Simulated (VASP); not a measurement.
# Ge (I4_1/amd) in VASP: further runs, part 2 of 2

VASP 6.6.1. Earlier steps stand in the parts before.

### 6 Single point, LDA

This run uses another cell than the first one, of 22.49 Å³/atom, 1.038 times its volume.

INCAR reads:

```
PREC = Accurate
ENCUT = 520
EDIFF = 1E-6
ISMEAR = 0
SIGMA = 0.01
LREAL = F
LASPH = T
NELM = 60
ALGO = Normal
ISIF = 2
LWAVE = F
LCHARG = F
GGA = CA
NBANDS = 36
```

KPOINTS reads:

```
Automatic mesh
0
Gamma
  8 8 6
  0.5 0.5 0.5
```

POSCAR reads:

```
Ge
1.0
    2.8373099610      2.8373099610      0.0000000000
   -2.8373099610      2.8373099610      0.0000000000
    0.0000000000      0.0000000000      5.5877150126
Ge
4
Direct
    0.0000000000      0.0000000000      0.0000000000
    0.0000000000      0.5000000000      0.7500000000
    0.5000000000      0.0000000000      0.2500000000
    0.5000000000      0.5000000000      0.5000000000
```

Potentials or basis: VASP PAW LDA potentials, release 64 (Ge_d).

The run is started by

```console
cat potpaw_LDA.64/Ge_d/POTCAR > POTCAR
mpirun -np 1 vasp_std > vasp.out
```

OUTCAR:

```text
PREC = Accurate
   ENCUT = 520
   EDIFF = 1E-6
   ISMEAR = 0
   LREAL = F
   LASPH = T
   NELM = 60
   ISIF = 2
   GGA = CA

 ion  position               nearest neighbor table
   1  0.000  0.000  0.000-   2 2.44   3 2.44   2 2.44   3 2.44
   2  0.000  0.500  0.750-   1 2.44   4 2.44   1 2.44   4 2.44
   3  0.500  0.000  0.250-   1 2.44   4 2.44   4 2.44   1 2.44
   4  0.500  0.500  0.500-   2 2.44   3 2.44   3 2.44   2 2.44

  LATTYP: Found a simple tetragonal cell.
 ALAT       =     4.0125622275
 C/A-ratio  =     1.3925553539

  Lattice vectors:

 A1 = (   2.8373099610,   2.8373099610,   0.0000000000)
 A2 = (  -2.8373099610,   2.8373099610,   0.0000000000)
 A3 = (   0.0000000000,   0.0000000000,   5.5877150126)

Analysis of symmetry for initial positions (statically):
=====================================================================
 Subroutine PRICEL returns following result:

  LATTYP: Found a body centered tetragonal cell.
 ALAT       =     4.0125622275
 C/A-ratio  =     1.3925553539

  Lattice vectors:

 A1 = (   0.0000000000,  -2.8373099610,  -2.7938575063)
 A2 = (   0.0000000000,   2.8373099610,  -2.7938575063)
 A3 = (   2.8373099610,   0.0000000000,   2.7938575063)

   2 primitive cells build up your supercell.

 Routine SETGRP: Setting up the symmetry group for a
 simple tetragonal supercell.

 Subroutine GETGRP returns: Found 16 space group operations
 (whereof  8 operations were pure point group operations)
 out of a pool of 16 trial point group operations.

The static configuration has the point symmetry D_2d.
 The point group associated with its full space group is D_4h.

Analysis of symmetry for dynamics (positions and initial velocities):
=====================================================================
 Subroutine PRICEL returns following result:

  LATTYP: Found a body centered tetragonal cell.
 ALAT       =     4.0125622275
 C/A-ratio  =     1.3925553539

  Lattice vectors:

 A1 = (   0.0000000000,  -2.8373099610,  -2.7938575063)
 A2 = (   0.0000000000,   2.8373099610,  -2.7938575063)
 A3 = (   2.8373099610,   0.0000000000,   2.7938575063)

   2 primitive cells build up your supercell.

 Routine SETGRP: Setting up the symmetry group for a
 simple tetragonal supercell.

 Subroutine GETGRP returns: Found 16 space group operations
 (whereof  8 operations were pure point group operations)
 out of a pool of 16 trial point group operations.

The dynamic configuration has the point symmetry D_2d.
 The point group associated with its full space group is D_4h.

 Subroutine INISYM returns: Found 16 space group operations
 (whereof  8 operations are pure point group operations),
 and found     2 'primitive' translations

----------------------------------------------------------------------------------------

                                     Primitive cell

  volume of cell :      44.9829

  direct lattice vectors                    reciprocal lattice vectors
     0.000000000 -2.837309961 -2.793857506     0.176223256 -0.176223256 -0.178964031
     0.000000000  2.837309961 -2.793857506     0.176223256  0.176223256 -0.178964031
[... 26 lines left out ...]
    -0.022027907  0.022027907  0.000000000     0.000000000  0.125000000  0.000000000
     0.000000000  0.000000000  0.029827338     0.000000000  0.000000000  0.166666667

  Length of vectors
     0.031152165  0.031152165  0.029827338

  Shift w.r.t. Gamma in fractional coordinates (k-lattice)
     0.500000000  0.500000000  0.500000000

 Subroutine IBZKPT returns following result:
 ===========================================

 Found     30 irreducible k-points:

 Following reciprocal coordinates:
            Coordinates               Weight
  0.062500  0.062500  0.083333      8.000000
  0.187500  0.062500  0.083333     16.000000
  0.312500  0.062500  0.083333     16.000000
  0.437500  0.062500  0.083333     16.000000
  0.187500  0.187500  0.083333      8.000000
  0.312500  0.187500  0.083333     16.000000
[... 16 lines left out ...]
  0.312500  0.062500  0.416667     16.000000
  0.437500  0.062500  0.416667     16.000000
 [... further k-points ...]
   k-points           NKPTS =     30   k-points in BZ     NKDIM =     30   number of bands    NBANDS=     36
   number of dos      NEDOS =    301   number of ions     NIONS =      4
   total plane-waves  NPLWV =  37800
   dimension x,y,z NGX =    30 NGY =   30 NGZ =   42
   dimension x,y,z NGXF=    60 NGYF=   60 NGZF=   84
   ions per type =               4
   NGX,Y,Z   is equivalent  to a cutoff of  12.43, 12.43, 12.50 a.u.
   NGXF,Y,Z  is equivalent  to a cutoff of  24.86, 24.86, 24.99 a.u.
 SYSTEM =  unknown system
   PREC   = accura    normal or accurate (medium, high low for compatibility)
   ISTART =      0    job   : 0-new  1-cont  2-samecut
   ICHARG =      2    charge: 1-file 2-atom 10-const
   ISPIN  =      1    spin polarized calculation?
   LNONCOLLINEAR =      F non collinear calculations
   LSORBIT =      F    spin-orbit coupling
   LASPH  =      T    aspherical Exc in radial PAW
   ENCUT  =  520.0 eV  38.22 Ry    6.18 a.u.   7.46  7.46 10.39*2*pi/ulx,y,z
   NELM   =     60;   NELMIN=  2; NELMDL= -5     # of ELM steps
   EDIFF  = 0.1E-05   stopping-criterion for ELM
   LREAL  =      F    real-space projection
   EDIFFG = 0.1E-04   stopping-criterion for IOM
   NSW    =      0    number of steps for IOM
   IBRION =     -1    ionic relax: 0-MD 1-quasi-New 2-CG
   NFREE  =      0    steps in history (QN), initial steepest desc. (CG)
   ISIF   =      2    stress and relaxation
   ISYM   =      2    0-nonsym 1-usesym 2-fastsym
   POTIM  = 0.5000    time-step for ionic-motion
   TEBEG  =    0.0;   TEEND  =   0.0 temperature during run
   PSTRESS=    0.0 pullay stress
   NELECT =      56.0000    total number of electrons
   NUPDOWN=      -1.0000    fix difference up-down
   EMIN   =  10.00;   EMAX   =-10.00  energy-range for DOS
   EFERMI =   0.00;   METHOD = LEGACY
   ISMEAR =     0;   SIGMA  =   0.01  broadening in eV -4-tet -1-fermi 0-gaus
   EFERMI_NEDOS =   21; number of points for ismear=-14 and -15
   IALGO  =     38    algorithm
   IMIX   =      4    mixing-type and parameters
     AMIX     =   0.40;   BMIX     =  1.00
     AMIX_MAG =   1.60;   BMIX_MAG =  1.00
  volume/ion in A,a.u.               =      22.49       151.78
  Fermi-wavevector in a.u.,A,eV,Ry     =   1.397800  2.641458 26.583657  1.953844
  Thomas-Fermi vector in A             =   2.521020
   LORBIT       =      0    0 simple, 1 ext, 2 COOP (PROOUT), +10 PAW based schemes
   GGA     = CA    functional components
   LHFCALC =     F    Hartree Fock is set to
   AEXX    =    0.0000 exact exchange contribution
   IVDW    =     0    specifies the selected vdW correction
   LEPSILON=     F    determine dielectric tensor
   LRPA    =     F    only Hartree local field effects (RPA)
 non-spin polarized calculation
 Gauss-broadening in eV      SIGMA  =   0.01
  energy-cutoff  :      520.00
  volume of cell :       89.97
 maximum number of plane-waves:      2446
 NGX is ok and might be reduce to    30
   NGX = 15   NGY = 15   NGZ = 21

 number of electron      55.9999910 magnetization

 Free energy of the ion-electron system (eV)
  ---------------------------------------------------
  ext. energy  EPLUGINS =         0.00000000
  ---------------------------------------------------
  free energy    TOTEN  =       -20.78571859 eV

  energy without entropy =      -20.78571859  energy(sigma->0) =      -20.78571859

 E-fermi :   4.7943     XC(G=0): -10.3203

 val. band max:        4.7066176479   @ k =   0.0625   0.0625   0.0833
 cond. band min:       5.3356600089   @ k =   0.4375   0.0625   0.4167
 fundamental gap:      0.6290423610
 Fermi energy:         4.7942614992

 k-point     1 :       0.0625    0.0625    0.0833
  band No.  band energies     occupation
      1     -20.1974      2.00000
      2     -20.1973      2.00000
      3     -20.1709      2.00000
      4     -20.1644      2.00000
      5     -20.1643      2.00000
      6     -20.1225      2.00000
[... 925 lines left out ...]
     35      11.9382      0.00000
     36      12.1552      0.00000

 [... further k-points ...]
[... 5 lines left out ...]
  --------------------------------------------------------------------------------------
  -------------------------------------------------------------------------------------
  Total       -0.6559454     -0.6559454      0.0549580      0.0000000      0.0000000      0.0000000
  in kB      -11.6815490    -11.6815490      0.9787316      0.0000000      0.0000000      0.0000000
  external PRESSURE =      -7.4614555 kB  Pullay stress =       0.0000000 kB

 VOLUME and BASIS-vectors are now :
 -----------------------------------------------------------------------------
  energy-cutoff  :      520.00
  volume of cell :       89.97
      direct lattice vectors                 reciprocal lattice vectors
     2.837309961  2.837309961  0.000000000     0.176223256  0.176223256  0.000000000
    -2.837309961  2.837309961  0.000000000    -0.176223256  0.176223256  0.000000000
     0.000000000  0.000000000  5.587715013     0.000000000  0.000000000  0.178964031

 POSITION                                       TOTAL-FORCE (eV/Angst)
 -----------------------------------------------------------------------------------
      0.00000      0.00000      0.00000        -0.000000     -0.000000      0.000000
     -1.41865      1.41865      4.19079        -0.000000     -0.000000      0.000000
      1.41865      1.41865      1.39693        -0.000000      0.000000     -0.000000
      0.00000      2.83731      2.79386         0.000000      0.000000      0.000000
 -----------------------------------------------------------------------------------
    total drift:                               -0.000000      0.000000      0.000000

  FREE ENERGIE OF THE ION-ELECTRON SYSTEM (eV)
  ---------------------------------------------------
  free  energy   TOTEN  =       -20.7857185900 eV

  energy  without entropy=      -20.7857185900  energy(sigma->0) =      -20.78571859
```

stdout:

```text
POSCAR found type information on POSCAR Ge
 POSCAR found :  1 types and       4 ions
 scaLAPACK will be used
 LDA part: xc-table for (Slater(with rela. corr.)+CA(PZ))
 , standard interpolation
 POSCAR, INCAR and KPOINTS ok, starting setup
 FFT: planning ... GRIDC
 FFT: planning ... GRID_SOFT
 FFT: planning ... GRID
 WAVECAR not read
 entering main loop
```

Run time: 71 s. Hardware: 1 thread of Intel Xeon 6975P-C, shared host; peak memory 0.2 GiB.

What came out:

| Quantity | Value |
| --- | --- |
| Free energy | -20.7857 eV |
| Pressure | -0.7 GPa |
| Band gap on the k mesh | 0.63 eV |

A k mesh can miss the band edges. Expect the measured gap to be larger: semilocal functionals such as LDA lack the derivative discontinuity.

### 7 Overview

```csv
cell,gap on the mesh (eV),pressure (GPa)
"a = 3.893, b = 3.893, c = 5.716 Å, 4 atoms",0.71,2.1
"a = 3.893, b = 3.893, c = 5.714 Å, 4 atoms",0.71,2.1
"a = 3.933, b = 3.933, c = 5.672 Å, 4 atoms",0.74,1.1
"a = 3.973, b = 3.973, c = 5.630 Å, 4 atoms",0.71,0.1
"a = 4.013, b = 4.013, c = 5.588 Å, 4 atoms",0.63,-0.7
```

Alike in all rows: task single point; level LDA; potentials or basis VASP PAW LDA potentials, release 64 (Ge_d); no spin polarisation; k mesh 8 × 8 × 6, shifted; cutoff (eV) 520; smearing gaussian 0.01 eV.

Absolute energies hang on the potentials; compare differences alone.
